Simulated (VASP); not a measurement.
## AlAs: single point with PBE+D3(BJ)

Crystal: AlAs.

```
Al As
1.0
     0.00000    2.83210    2.83210
     2.83210    0.00000    2.83210
     2.83210    2.83210    0.00000
Al As
1 1
Cartesian
  0.0000 0.0000 0.0000
  4.2481 4.2481 4.2481
```

| Quantity | Value |
| --- | --- |
| Program | VASP 6.6.1 |
| Task | single point |
| Functional | PBE |
| Dispersion | D3(BJ) |
| Potentials or basis | VASP PAW PBE potentials, release 64 (Al, As) |
| Cutoff | 520 eV |
| k mesh | 8 × 8 × 8 |
| Occupations | gaussian, width 0.02 eV |
| Spin | no spin polarisation |

| Quantity | Value |
| --- | --- |
| Pressure | 0.2 GPa |
| Band gap on the k mesh | 1.44 eV, indirect (least direct gap 2.05 eV) |
| Dispersion energy per atom | -0.317 eV |

Levels at points of the mesh, in eV from the valence-band top:
```tsv
k point	band 1	band 2	band 3	band 4	band 5	band 6	band 7	band 8	band 9
(0.00, 0.00, 0.00)	-11.85	0.00	0.00	0.00	2.05	4.28	4.28	4.28	8.86
(0.50, 0.00, 0.00)	-10.44	-5.56	-0.82	-0.82	2.14	4.68	4.68	7.75	11.18
(0.50, 0.50, 0.00)	-9.89	-5.43	-2.17	-2.17	1.44	2.29	10.32	10.32	11.76
```

Wall time 24 s on 1 thread of Intel Xeon 8259CL, with other jobs on the host, peak memory 0.18 GiB.

A k mesh can miss the band edges.
